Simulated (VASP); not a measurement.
Write the native input for VASP 6.6.1 that does the following.

```
Task                   : single point
Functional             : PBE
Potentials or basis    : VASP PAW PBE potentials, release 64 (B, As)
Cutoff                 : 520 eV
k mesh                 : 5 × 5 × 1
Occupations            : gaussian, width 0.2 eV
Spin                   : no spin polarisation
Dipole correction      : no
Further INCAR settings : ALGO = Normal; EDIFF = 1e-06; NBANDS = 32
```

The structure of B2As3 lies in POSCAR:

```
B2As3
1.0
    3.4448999272      0.0000000000      0.0000000000
   -1.7224499636      2.9833708504      0.0000000000
    0.0000000000      0.0000000000     15.2383311416
B As
4 6
Direct
    0.6666666667      0.3333333333      0.8107604143
    0.0000000000      0.0000000000      0.6295275309
    0.3333333333      0.6666666667      0.1892395857
    0.0000000000      0.0000000000      0.3704724691
    0.6666666667      0.3333333333      0.9513828334
    0.0000000000      0.0000000000      0.7669662782
    0.3333333333      0.6666666667      0.5850762149
    0.3333333333      0.6666666667      0.0486171666
    0.0000000000      0.0000000000      0.2330337218
    0.6666666667      0.3333333333      0.4149237851
```

The input as run:

INCAR

```
SYSTEM = B2As3
PREC     = Accurate       ! precision mode
ENCUT    = 520            ! plane-wave cutoff, eV
EDIFF    = 1E-6           ! SCF threshold, eV
ISMEAR   = 0              ! smearing method
SIGMA    = 0.2            ! smearing width, eV
LREAL    = .FALSE.        ! projectors in reciprocal space
LASPH    = .TRUE.         ! aspherical terms in the spheres
NELM     = 100            ! most SCF steps
ALGO     = Normal         ! electronic algorithm
ISIF     = 2              ! what is computed and relaxed
LWAVE    = .FALSE.        ! write WAVECAR
LCHARG   = .FALSE.        ! write CHGCAR
GGA      = PE             ! functional
NBANDS   = 32             ! bands
```

KPOINTS

```
regular mesh
0
G
  5 5 1
  0 0 0
```

Potentials or basis: VASP PAW PBE potentials, release 64 (B, As).

Command:

```bash
$ cat potpaw_PBE.64/B/POTCAR potpaw_PBE.64/As/POTCAR > POTCAR
$ mpirun -np 1 vasp_std > vasp.out
```

It gave:

```
Pressure               : 0.4 GPa
Largest force          : 0.067 eV/Å
Band gap on the k mesh : zero (bands 21 and 22 overlap by 0.88 eV)
```

Caveat: the k points lie up to 0.42 Å⁻¹ apart, too coarse for converged energies and pressures of a metal.

Run time: 83 s on 1 thread of Intel Xeon 8259CL (shared host), peak memory 0.28 GiB.
